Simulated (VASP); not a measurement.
# BN (P6_3/mmc) in VASP: further runs

Runs on BN. Level: PBE. Tasks: single point.

All numbers are computed with VASP 6.6.1; they aren't measurements. Logs are shortened: lines on timing, memory, paths and dates and some standing lists are left out, and cuts for length are marked.

### Step 1. The cell of the first run

Symmetry: P6_3/mmc, No. 194, hexagonal system. The conventional cell has a = 2.512 Å, b = 2.512 Å, c = 8.343 Å, α = 90.00°, β = 90.00°, γ = 120.00°. B (site symmetry -6m2) has 3 N at 1.45 Å within 1.9 Å. Within 1.9 Å of N (site symmetry -6m2) lie 3 B at 1.45 Å.

### Step 2. Single point, PBE

File INCAR:

```
SYSTEM = BN
PREC     = Accurate       ! precision mode
ENCUT    = 520            ! plane-wave cutoff, eV
EDIFF    = 1E-6           ! SCF threshold, eV
ISMEAR   = 0              ! smearing method
SIGMA    = 0.01           ! smearing width, eV
LREAL    = Auto         
LASPH    = .TRUE.         ! aspherical terms in the spheres
NELM     = 60             ! most SCF steps
ALGO     = Normal         ! electronic algorithm
ISIF     = 2              ! what is computed and relaxed
LWAVE    = .FALSE.        ! write WAVECAR
LCHARG   = .TRUE.         ! write CHGCAR
GGA      = PE             ! functional
LELF     = .TRUE.         ! ELF
LVHAR    = .TRUE.       
NBANDS   = 46             ! bands
```

File KPOINTS:

```
Automatic mesh
0
Gamma
  3 3 2
  0 0 0.5
```

File POSCAR:

```
BN
1.0
    2.5121811436      4.3512253786      0.0000000000
    2.5121811436     -4.3512253786      0.0000000000
    0.0000000000      0.0000000000     -8.3431635353
B N
8 8
Direct
    0.1666666667      0.3333333333      0.7500000000
    0.1666666667      0.8333333333      0.7500000000
    0.6666666667      0.3333333333      0.7500000000
    0.6666666667      0.8333333333      0.7500000000
    0.3333333333      0.6666666667      0.2500000000
    0.3333333333      0.1666666667      0.2500000000
    0.8333333333      0.6666666667      0.2500000000
    0.8333333333      0.1666666667      0.2500000000
    0.1666666667      0.3333333333      0.2500000000
    0.1666666667      0.8333333333      0.2500000000
    0.6666666667      0.3333333333      0.2500000000
    0.6666666667      0.8333333333      0.2500000000
    0.3333333333      0.6666666667      0.7500000000
    0.3333333333      0.1666666667      0.7500000000
    0.8333333333      0.6666666667      0.7500000000
    0.8333333333      0.1666666667      0.7500000000
```

Potentials or basis: VASP PAW PBE potentials, release 64 (B, N).

Run with:

```console
> cat potpaw_PBE.64/B/POTCAR potpaw_PBE.64/N/POTCAR > POTCAR
> mpirun -np 1 vasp_std > vasp.out
```

OUTCAR:

```text
SYSTEM = BN
   PREC = Accurate
   ENCUT = 520
   EDIFF = 1E-6
   ISMEAR = 0
   LREAL = Auto
   LASPH = .TRUE.
   NELM = 60
   ISIF = 2
   GGA = PE

 ion  position               nearest neighbor table
   1  0.167  0.333  0.750-  14 1.45  13 1.45  16 1.45
   2  0.167  0.833  0.750-  13 1.45  14 1.45  15 1.45
   3  0.667  0.333  0.750-  16 1.45  15 1.45  14 1.45
   4  0.667  0.833  0.750-  15 1.45  13 1.45  16 1.45
   5  0.333  0.667  0.250-  10 1.45   9 1.45  12 1.45
   6  0.333  0.167  0.250-   9 1.45  10 1.45  11 1.45
[... 8 lines left out ...]
  15  0.833  0.667  0.750-   4 1.45   3 1.45   2 1.45
  16  0.833  0.167  0.750-   3 1.45   1 1.45   4 1.45

  LATTYP: Found a hexagonal cell.
 ALAT       =     5.0243622873
 C/A-ratio  =     1.6605417879

  Lattice vectors:

 A1 = (   2.5121811436,   4.3512253786,   0.0000000000)
 A2 = (   2.5121811436,  -4.3512253786,   0.0000000000)
 A3 = (   0.0000000000,   0.0000000000,  -8.3431635353)

Analysis of symmetry for initial positions (statically):
=====================================================================
 Subroutine PRICEL returns following result:

  LATTYP: Found a hexagonal cell.
 ALAT       =     2.5121811436
 C/A-ratio  =     3.3210835757

  Lattice vectors:

 A1 = (   1.2560905718,   2.1756126893,   0.0000000000)
 A2 = (   1.2560905718,  -2.1756126893,   0.0000000000)
 A3 = (   0.0000000000,   0.0000000000,  -8.3431635353)

   4 primitive cells build up your supercell.

 Routine SETGRP: Setting up the symmetry group for a
 hexagonal supercell.

 Subroutine GETGRP returns: Found 24 space group operations
 (whereof 12 operations were pure point group operations)
 out of a pool of 24 trial point group operations.

The static configuration has the point symmetry D_3d.
 The point group associated with its full space group is D_6h.

Analysis of symmetry for dynamics (positions and initial velocities):
=====================================================================
 Subroutine PRICEL returns following result:

  LATTYP: Found a hexagonal cell.
 ALAT       =     2.5121811436
 C/A-ratio  =     3.3210835757

  Lattice vectors:

 A1 = (   1.2560905718,   2.1756126893,   0.0000000000)
 A2 = (   1.2560905718,  -2.1756126893,   0.0000000000)
 A3 = (   0.0000000000,   0.0000000000,  -8.3431635353)

   4 primitive cells build up your supercell.

 Routine SETGRP: Setting up the symmetry group for a
 hexagonal supercell.

 Subroutine GETGRP returns: Found 24 space group operations
 (whereof 12 operations were pure point group operations)
 out of a pool of 24 trial point group operations.

The dynamic configuration has the point symmetry D_3d.
 The point group associated with its full space group is D_6h.

 Subroutine INISYM returns: Found 24 space group operations
 (whereof 12 operations are pure point group operations),
 and found     4 'primitive' translations

----------------------------------------------------------------------------------------

                                     Primitive cell

  volume of cell :      45.5998

  direct lattice vectors                    reciprocal lattice vectors
     1.256090572  2.175612689  0.000000000     0.398060467  0.229820318  0.000000000
     1.256090572 -2.175612689  0.000000000     0.398060467 -0.229820318  0.000000000
     0.000000000  0.000000000 -8.343163535     0.000000000  0.000000000 -0.119858612

  length of vectors
     2.512181144  2.512181144  8.343163535     0.459640636  0.459640636  0.119858612

  position of ions in fractional coordinates (direct lattice)
     0.333333333  0.666666667  0.750000000
     0.666666667  0.333333333  0.250000000
     0.333333333  0.666666667  0.250000000
     0.666666667  0.333333333  0.750000000

  ion indices of the primitive-cell ions
   primitive index   ion index
                 1           1
                 2           6
                 3           9
                 4          14

----------------------------------------------------------------------------------------

 KPOINTS: Automatic mesh

Automatic generation of k-mesh.
 Grid dimensions read from file:
 generate k-points for:    3    3    2

 Generating k-lattice:

  Cartesian coordinates                     Fractional coordinates (reciprocal lattice)
     0.066343411  0.038303386  0.000000000     0.333333333  0.000000000  0.000000000
     0.066343411 -0.038303386  0.000000000     0.000000000  0.333333333  0.000000000
     0.000000000  0.000000000 -0.059929306     0.000000000  0.000000000  0.500000000

  Length of vectors
     0.076606773  0.076606773  0.059929306

  Shift w.r.t. Gamma in fractional coordinates (k-lattice)
     0.000000000  0.000000000  0.500000000

 Subroutine IBZKPT returns following result:
 ===========================================

 Found      3 irreducible k-points:

 Following reciprocal coordinates:
            Coordinates               Weight
  0.000000  0.000000  0.250000      2.000000
  0.333333  0.000000  0.250000     12.000000
  0.333333  0.333333  0.250000      4.000000
   k-points           NKPTS =      3   k-points in BZ     NKDIM =      3   number of bands    NBANDS=     46
   number of dos      NEDOS =    301   number of ions     NIONS =     16
   total plane-waves  NPLWV = 102400
   dimension x,y,z NGX =    40 NGY =   40 NGZ =   64
   dimension x,y,z NGXF=    80 NGYF=   80 NGZF=  128
   ions per type =               8   8
   NGX,Y,Z   is equivalent  to a cutoff of  13.24, 13.24, 12.75 a.u.
   NGXF,Y,Z  is equivalent  to a cutoff of  26.47, 26.47, 25.51 a.u.
 SYSTEM =  BN
   PREC   = accura    normal or accurate (medium, high low for compatibility)
   ISTART =      0    job   : 0-new  1-cont  2-samecut
   ICHARG =      2    charge: 1-file 2-atom 10-const
   ISPIN  =      1    spin polarized calculation?
   LNONCOLLINEAR =      F non collinear calculations
   LSORBIT =      F    spin-orbit coupling
   LASPH  =      T    aspherical Exc in radial PAW
   ENCUT  =  520.0 eV  38.22 Ry    6.18 a.u.   9.34  9.34 15.51*2*pi/ulx,y,z
   NELM   =     60;   NELMIN=  2; NELMDL= -5     # of ELM steps
   EDIFF  = 0.1E-05   stopping-criterion for ELM
   LREAL  =      T    real-space projection
   EDIFFG = 0.1E-04   stopping-criterion for IOM
   NSW    =      0    number of steps for IOM
[... 5 lines left out ...]
   TEBEG  =    0.0;   TEEND  =   0.0 temperature during run
   PSTRESS=    0.0 pullay stress
   NELECT =      64.0000    total number of electrons
   NUPDOWN=      -1.0000    fix difference up-down
   EMIN   =  10.00;   EMAX   =-10.00  energy-range for DOS
   EFERMI =   0.00;   METHOD = LEGACY
   ISMEAR =     0;   SIGMA  =   0.01  broadening in eV -4-tet -1-fermi 0-gaus
   EFERMI_NEDOS =   21; number of points for ismear=-14 and -15
   IALGO  =     38    algorithm
   IMIX   =      4    mixing-type and parameters
     AMIX     =   0.40;   BMIX     =  1.00
     AMIX_MAG =   1.60;   BMIX_MAG =  1.00
  volume/ion in A,a.u.               =      11.40        76.93
  Fermi-wavevector in a.u.,A,eV,Ry     =   1.154677  2.182023 18.140352  1.333278
  Thomas-Fermi vector in A             =   2.291311
   LORBIT       =      0    0 simple, 1 ext, 2 COOP (PROOUT), +10 PAW based schemes
   GGA     = PE    functional components
   LHFCALC =     F    Hartree Fock is set to
   AEXX    =    0.0000 exact exchange contribution
   IVDW    =     0    specifies the selected vdW correction
   LEPSILON=     F    determine dielectric tensor
   LRPA    =     F    only Hartree local field effects (RPA)
 non-spin polarized calculation
 Gauss-broadening in eV      SIGMA  =   0.01
  energy-cutoff  :      520.00
  volume of cell :      182.40
 maximum number of plane-waves:      4933
 NGX is ok and might be reduce to    40

 number of electron      63.9999992 magnetization

 Free energy of the ion-electron system (eV)
  ---------------------------------------------------
  ext. energy  EPLUGINS =         0.00000000
  ---------------------------------------------------
  free energy    TOTEN  =      -140.83205673 eV

  energy without entropy =     -140.83205673  energy(sigma->0) =     -140.83205673

 E-fermi :   0.6794     XC(G=0):  -8.5804

 val. band max:        0.6006578031   @ k =   0.3333   0.3333   0.2500
 cond. band min:       5.2292920142   @ k =   0.0000   0.0000   0.2500
 fundamental gap:      4.6286342111
 Fermi energy:         0.6793873691

 k-point     1 :       0.0000    0.0000    0.2500
  band No.  band energies     occupation
      1     -17.0223      2.00000
      2     -16.9934      2.00000
      3     -13.9538      2.00000
      4     -13.9538      2.00000
      5     -13.9538      2.00000
      6     -13.9480      2.00000
[... 36 lines left out ...]
     43      10.1174      0.00000
     44      10.4248      0.00000

 k-point     2 :       0.3333    0.0000    0.2500
  band No.  band energies     occupation
      1     -16.4979      2.00000
      2     -16.4713      2.00000
      3     -15.0900      2.00000
      4     -15.0708      2.00000
      5     -14.0468      2.00000
      6     -14.0468      2.00000
[... 36 lines left out ...]
     43      10.8636      0.00000
     44      10.8636      0.00000

 k-point     3 :       0.3333    0.3333    0.2500
  band No.  band energies     occupation
      1     -15.5184      2.00000
      2     -15.5184      2.00000
      3     -15.5184      2.00000
      4     -15.4966      2.00000
      5     -15.4966      2.00000
      6     -15.4966      2.00000
[... 36 lines left out ...]
     43       9.2725      0.00000
     44      11.1405      0.00000
 [bands above 44 left out]

------------------------ aborting loop because EDIFF is reached ----------------------------------------

  FORCE on cell =-STRESS in cart. coord.  units (eV):
  Direction    XX          YY          ZZ          XY          YZ          ZX
  --------------------------------------------------------------------------------------
  -------------------------------------------------------------------------------------
  Total        0.1280707      0.1280707     -0.0939987      0.0000000      0.0000000      0.0000000
  in kB        1.1249598      1.1249598     -0.8256748      0.0000000      0.0000000      0.0000000
  external PRESSURE =       0.4747483 kB  Pullay stress =       0.0000000 kB

 VOLUME and BASIS-vectors are now :
 -----------------------------------------------------------------------------
  energy-cutoff  :      520.00
  volume of cell :      182.40
      direct lattice vectors                 reciprocal lattice vectors
     2.512181144  4.351225379  0.000000000     0.199030234  0.114910159  0.000000000
     2.512181144 -4.351225379  0.000000000     0.199030234 -0.114910159  0.000000000
     0.000000000  0.000000000 -8.343163535     0.000000000  0.000000000 -0.119858612

 POSITION                                       TOTAL-FORCE (eV/Angst)
 -----------------------------------------------------------------------------------
      1.25609     -0.72520     -6.25737        -0.000000      0.000000      0.000000
      2.51218     -2.90082     -6.25737        -0.000000      0.000000     -0.000000
      2.51218      1.45041     -6.25737        -0.000000      0.000000     -0.000000
      3.76827     -0.72520     -6.25737        -0.000000      0.000000     -0.000000
      2.51218     -1.45041     -2.08579        -0.000000     -0.000000     -0.000000
      1.25609      0.72520     -2.08579         0.000000     -0.000000      0.000000
[... 8 lines left out ...]
      3.76827      0.72520     -6.25737         0.000000     -0.000000     -0.000000
      2.51218      2.90082     -6.25737         0.000000      0.000000      0.000000
 -----------------------------------------------------------------------------------
    total drift:                                0.000000      0.000000     -0.000000

  FREE ENERGIE OF THE ION-ELECTRON SYSTEM (eV)
  ---------------------------------------------------
  free  energy   TOTEN  =      -140.8320567298 eV

  energy  without entropy=     -140.8320567298  energy(sigma->0) =     -140.83205673
```

It took 42 s on 1 thread of AMD EPYC 7R43 (Zen 3), shared host; peak memory 0.25 GiB.

What came out:

- Free energy: -140.8321 eV
- Pressure: 0.0 GPa
- Band gap on the k mesh: 4.63 eV

Levels at points of the mesh, in eV from the valence-band top:
```tsv
k point	band 30	band 31	band 32	band 33	band 34	band 35
(0.00, 0.00, 0.25)	-0.81	-0.81	-0.81	4.63	4.63	4.63
```

Caveat: the k points lie up to 0.48 Å⁻¹ apart; this functional lacks dispersion, which binds the layers, so the pressure and a relaxed spacing across them are unreliable.

### Step 3. Single point, PBE (biaxial strain in the a-b plane: -6.0 %, then relaxed in part)

File INCAR:

```
PREC     = Accurate       # precision mode
ENCUT    = 520            # plane-wave cutoff, eV
EDIFF    = 1E-7           # SCF threshold, eV
ISMEAR   = 0              # smearing method
SIGMA    = 0.02           # smearing width, eV
LREAL    = F              # projectors in reciprocal space
LASPH    = T              # aspherical terms in the spheres
NELM     = 100            # most SCF steps
ALGO     = Normal         # electronic algorithm
ISIF     = 2              # what is computed and relaxed
LWAVE    = F              # write WAVECAR
LCHARG   = T              # write CHGCAR
GGA      = PE             # functional
LELF     = T              # ELF
LVHAR    = T            
NBANDS   = 16             # bands
```

File KPOINTS:

```
Automatic mesh
0
Gamma
  12 12 4
```

File POSCAR:

```
BN
1.0
    2.3614502921      0.0000000000      0.0000000000
   -1.1807251460      2.0450759427      0.0000000000
    0.0000000000      0.0000000000      8.6311946107
B N
2 2
Direct
    0.3333333333      0.6666666667      0.2500000000
    0.6666666667      0.3333333333      0.7500000000
    0.3333333333      0.6666666667      0.7500000000
    0.6666666667      0.3333333333      0.2500000000
```

Potentials or basis: VASP PAW PBE potentials, release 64 (B, N).

Run with:

```console
> cat potpaw_PBE.64/B/POTCAR potpaw_PBE.64/N/POTCAR > POTCAR
> mpirun -np 1 vasp_std > vasp.out
```

Run time: 22 s. Hardware: 1 thread of Intel Xeon Platinum 8559C (Emerald Rapids), shared host; peak memory 0.16 GiB.

It converged, with:

```yaml
Free_energy: -34.1811 eV
Pressure: 44.2 GPa
Band_gap_on_the_k_mesh: 4.09 eV, indirect (least direct gap 5.13 eV)
```

Stress tensor (GPa, compression positive):
```
66.34  0.00  0.00
 0.00 66.34  0.00
 0.00  0.00 -0.19
```

Levels at points of the mesh, in eV from the valence-band top:
| k point | band 6 | band 7 | band 8 | band 9 | band 10 | band 11 |
| --- | --- | --- | --- | --- | --- | --- |
| (0.00, 0.00, 0.00) | -1.10 | -1.10 | -1.10 | 4.09 | 7.22 | 10.30 |
| (0.50, 0.00, 0.00) | -4.40 | -1.17 | -1.02 | 4.95 | 5.32 | 11.08 |
| (0.00, 0.00, 0.50) | -1.10 | -1.10 | -1.10 | 5.27 | 5.27 | 12.61 |
| (0.50, 0.00, 0.50) | -4.40 | -1.10 | -1.10 | 5.12 | 5.12 | 11.54 |

Caveat: the cell differs from its parent crystal (biaxial strain in the a-b plane: -6.0 %, then relaxed in part); this functional lacks dispersion, which binds the layers, so the pressure and a relaxed spacing across them are unreliable.

### Step 4. Single point, PBE

This run uses another cell than the first one: it holds 4 atoms, not 16.

File INCAR:

```
SYSTEM = BN
  PREC = Accurate
  ENCUT = 520
  EDIFF = 1E-6
  ISMEAR = 0
  SIGMA = 0.02
  LREAL = .False.
  LASPH = .True.
  NELM = 80
  ALGO = Normal
  ISIF = 2
  LWAVE = .False.
  LCHARG = .False.
  GGA = PE
  NBANDS = 16
```

File KPOINTS:

```
Automatic mesh
0
Gamma
  12 12 4
  0 0 0
```

POSCAR is that of step 3.

Run with:

```console
> cat potpaw_PBE.64/B/POTCAR potpaw_PBE.64/N/POTCAR > POTCAR
> mpirun -np 1 vasp_std > vasp.out
```

Wall time 22 s (1 thread of Intel Xeon Platinum 8559C (Emerald Rapids), shared host); peak memory 0.15 GiB.

The run converged. Its results:

| Item | Value |
| --- | --- |
| Free energy | -34.1811 eV |
| Pressure | 44.2 GPa |
| Band gap on the k mesh | 4.09 eV, indirect (least direct gap 5.13 eV) |

Stress tensor (GPa, compression positive):
```
66.34  0.00  0.00
 0.00 66.34  0.00
 0.00  0.00 -0.19
```

Levels at points of the mesh, in eV from the valence-band top:
```tsv
k point	band 6	band 7	band 8	band 9	band 10	band 11
(0.00, 0.00, 0.00)	-1.10	-1.10	-1.10	4.09	7.22	10.30
(0.50, 0.00, 0.00)	-4.40	-1.17	-1.02	4.95	5.32	11.08
(0.00, 0.00, 0.50)	-1.10	-1.10	-1.10	5.27	5.27	12.61
(0.50, 0.00, 0.50)	-4.40	-1.10	-1.10	5.12	5.12	11.54
```

Caveat: this functional lacks dispersion, which binds the layers, so the pressure and a relaxed spacing across them are unreliable.

### Step 5. Single point, PBE (biaxial strain in the a-b plane: -6.0 %)

File INCAR:

```
SYSTEM = BN
PREC = Accurate
ENCUT = 520
EDIFF = 1E-7
ISMEAR = 0
SIGMA = 0.02
LREAL = .FALSE.
LASPH = .TRUE.
NELM = 100
ALGO = Normal
ISIF = 2
LWAVE = .FALSE.
LCHARG = .TRUE.
GGA = PE
LELF = .TRUE.
LVHAR = .TRUE.
NBANDS = 16
```

File KPOINTS:

```
regular mesh
0
G
  12 12 4
  0 0 0
```

POSCAR: that of step 4 with these lines changed.

```diff
@@ -4,3 +4,3 @@
    -1.1807251460      2.0450759427      0.0000000000
-    0.0000000000      0.0000000000      8.6311946107
+    0.0000000000      0.0000000000      8.6435152169
 B N
```

Run with:

```console
> cat potpaw_PBE.64/B/POTCAR potpaw_PBE.64/N/POTCAR > POTCAR
> mpirun -np 1 vasp_std > vasp.out
```

It took 22 s on 1 thread of Intel Xeon Platinum 8559C (Emerald Rapids), shared host; peak memory 0.16 GiB.

The run converged. Its results:

* Free energy: -34.1811 eV
* Pressure: 44.1 GPa
* Band gap on the k mesh: 4.09 eV, indirect (least direct gap 5.13 eV)

Stress tensor (GPa, compression positive):
```
66.25  0.00  0.00
 0.00 66.25  0.00
 0.00  0.00 -0.19
```

Levels at points of the mesh, in eV from the valence-band top:
| k point | band 6 | band 7 | band 8 | band 9 | band 10 | band 11 |
| --- | --- | --- | --- | --- | --- | --- |
| (0.00, 0.00, 0.00) | -1.10 | -1.10 | -1.10 | 4.09 | 7.21 | 10.27 |
| (0.50, 0.00, 0.00) | -4.40 | -1.17 | -1.02 | 4.95 | 5.32 | 11.08 |
| (0.00, 0.00, 0.50) | -1.10 | -1.10 | -1.10 | 5.26 | 5.26 | 12.58 |
| (0.50, 0.00, 0.50) | -4.40 | -1.10 | -1.10 | 5.12 | 5.12 | 11.54 |

Caveat: the cell differs from its parent crystal (biaxial strain in the a-b plane: -6.0 %); this functional lacks dispersion, which binds the layers, so the pressure and a relaxed spacing across them are unreliable. A k mesh can miss the band edges.

(Continued in part 2 of 2.)
